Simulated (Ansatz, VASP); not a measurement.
# Sb in VASP and in Ansatz

```xyz
2
Lattice="3.3545 0.0000 0.0000 -1.6773 2.9051 0.0000 0.0000 0.0000 5.4702" Properties=species:S:1:pos:R:3 pbc="T T T"
Sb    1.6773    0.9684    4.1026
Sb    0.0000    1.9367    1.3675
```

Alike in both runs: task relaxation of cell and atoms; functional PBEsol; k mesh 9 × 9 × 5; occupations fermi-dirac, width 0.05 eV; no spin polarisation.

|  | VASP | Ansatz |
| --- | --- | --- |
| version | VASP 6.6.1 | Ansatz 0.2.0 |
| potentials or method | VASP PAW PBE potentials, release 64 (Sb_d_GW) | Ansatz PAW |
| plane-wave cutoff (eV) | 500 | 420 |
| valence electrons in the cell | 30 | 30 |

```tsv
	VASP	Ansatz	Ansatz less VASP
gap on the k mesh at the Fermi level, each at its own relaxed structure (eV)	none	none	-
relaxed volume (Å³/atom)	26.02	26.04	+0.011
relaxed cell length with the largest relative difference (Å)	5.339	5.344	+0.0054
```

VASP's potentials were made for PBE, not for PBEsol. A gap of «none» marks a metal or a gap that the smearing closes.

Spin-orbit coupling is off throughout. Noted on Ansatz's run: the plane-wave basis is chosen anew once the cell has moved, so the energies of steps on either side of that aren't comparable.
